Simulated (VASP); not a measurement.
A run of VASP 6.6.1:

Contents of INCAR:

```
PREC = Accurate
ENCUT = 520
EDIFF = 1E-7
ISMEAR = 0
SIGMA = 0.01
LREAL = F
LASPH = T
NELM = 100
ALGO = Normal
ISIF = 2
LWAVE = F
LCHARG = F
GGA = PS
NBANDS = 14
```

Contents of KPOINTS:

```
regular mesh
0
Gamma
  4 4 4
```

POSCAR

```
NaI
1.0
    0.0000000000      3.2309969849      3.2309969849
    3.2309969849      0.0000000000      3.2309969849
    3.2309969849      3.2309969849      0.0000000000
Na I
1 1
Direct
    0.0004700000      0.0061700000      0.0024600000
    0.5179100000      0.5248900000      0.4300800000
```

Potentials or basis: VASP PAW PBE potentials, release 64 (Na_pv, I).

The run is started by

```console
$ cat potpaw_PBE.64/Na_pv/POTCAR potpaw_PBE.64/I/POTCAR > POTCAR
$ mpirun -np 1 vasp_std > vasp.out
```

Hardware: 1 thread of Intel(R) Xeon(R) 6975P-C (Granite Rapids) (shared host).

Task: How long does it take, and how much memory?

Result: Run time: 14 s on 1 thread of Intel(R) Xeon(R) 6975P-C (Granite Rapids), on a shared host, peak memory 0.21 GiB. Counts: scf iterations 12, k points 36.
